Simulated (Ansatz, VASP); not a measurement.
## One calculation of ZrO2, two programs

```
Zr O
1.0
     3.60430    0.00000    0.00000
     0.00000    3.60430    0.00000
     0.00000    0.00000    5.26397
Zr O
2 4
Direct
  0.50000 0.50000 0.50000
  0.00000 0.00000 0.00000
  0.00000 0.50000 0.69325
  0.50000 0.00000 0.80675
  0.50000 0.00000 0.30675
  0.00000 0.50000 0.19325
```

Alike in both runs: task single point; functional PBE; k mesh 6 × 6 × 4; occupations gaussian, width 0.1 eV; no spin polarisation.

```csv
,VASP,Ansatz
version,VASP 6.6.1,Ansatz 0.2.0
potentials or method,"VASP PAW PBE potentials, release 64 (Zr_sv, O), cutoff 600 eV","scalar-relativistic, plane waves, PAW"
valence electrons in the cell,48,48
```

|  | VASP | Ansatz | Ansatz less VASP |
| --- | --- | --- | --- |
| gap on the k mesh at the Fermi level (eV) | 4.10 | 4.11 | +0.006 |
| least direct gap on the mesh (eV) | 4.18 | 4.18 | +0.005 |
| pressure (GPa) | 3.0 | 2.9 | -0.11 |
| traceless stress, the component that is largest in VASP (GPa) | -0.68 | -0.60 | +0.085 |
| rms of the force components (eV/Å) | 0.036 | 0.026 | -0.0100 |

Atom by atom the forces differ by 0.010 eV/Å (rms over components).
